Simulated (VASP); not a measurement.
Here is a VASP 6.6.1 calculation.

File POSCAR:

```
Na
1.0
    3.7670000000      0.0000000000      0.0000000000
   -1.8835000000      3.2623176961      0.0000000000
    0.0000000000      0.0000000000      6.1540000000
Na
2
Direct
    0.6666666667      0.3333333333      0.7500000000
    0.3333333333      0.6666666667      0.2500000000
```

File INCAR.step1:

```
PREC = Accurate
ENCUT = 600
ISMEAR = -1
SIGMA = 0.05
LREAL = F
LASPH = T
NELM = 60
GGA = PE
ALGO = Normal
EDIFF = 1E-4
LWAVE = T
LCHARG = F
```

INCAR.step2

```
PREC = Accurate
ENCUT = 600
EDIFF = 1E-6
ISMEAR = -1
SIGMA = 0.05
LREAL = F
LASPH = T
NELM = 60
ALGO = Normal
ISIF = 3
LWAVE = F
LCHARG = F
METAGGA = R2SCAN
LMIXTAU = T
IBRION = 2
NSW = 60
EDIFFG = -0.01
PSTRESS = 300.0
ISTART = 1
```

File KPOINTS:

```
Automatic mesh
0
Gamma
  8 8 5
```

Potentials or basis: VASP PAW PBE potentials, release 64 (Na_pv).

Run with:

```console
$ cat potpaw_PBE.64/Na_pv/POTCAR > POTCAR
$ cp INCAR.step1 INCAR
$ mpirun -np 1 vasp_std > vasp.out
$ cp INCAR.step2 INCAR
$ mpirun -np 1 vasp_std > vasp.out
```

Task: What does it give for the relaxed cell?

Result: a = 2.871 Å, b = 2.871 Å, c = 4.577 Å, α = 90.00°, β = 90.00°, γ = 120.00°.

Task: What does it give for the space group after relaxing (to 0.1 Å)?

Result: P6_3/mmc (No. 194).

The path:
```tsv
step	energy change (eV)	largest force (eV/Å)	pressure (GPa)	volume (Å³)
1	0.0000	0.0000	-0.05	75.63
2	5.9739	0.0000	100.66	21.53
3	1.8550	0.0000	27.59	33.67
4	1.9796	0.0000	29.24	32.96
5	2.0975	0.0000	31.00	32.34
6	2.0119	0.0000	29.76	32.78
7	2.0222	0.0000	29.86	32.73
8	2.0264	0.0000	29.97	32.71
9	2.0246	0.0000	29.89	32.72
10	2.0256	0.0000	29.91	32.71
11	2.0289	0.0000	30.00	32.69
12	2.0368	0.0000	30.14	32.65
13	2.0334	0.0000	30.08	32.67
```

Caveat: the cell is relaxed towards a set pressure, so the run minimises the enthalpy, not the energy; the volume moved by over 15 % at a fixed basis, so the end points are rough; the PAW data sets were made with another functional, which shifts forces and pressure a little.
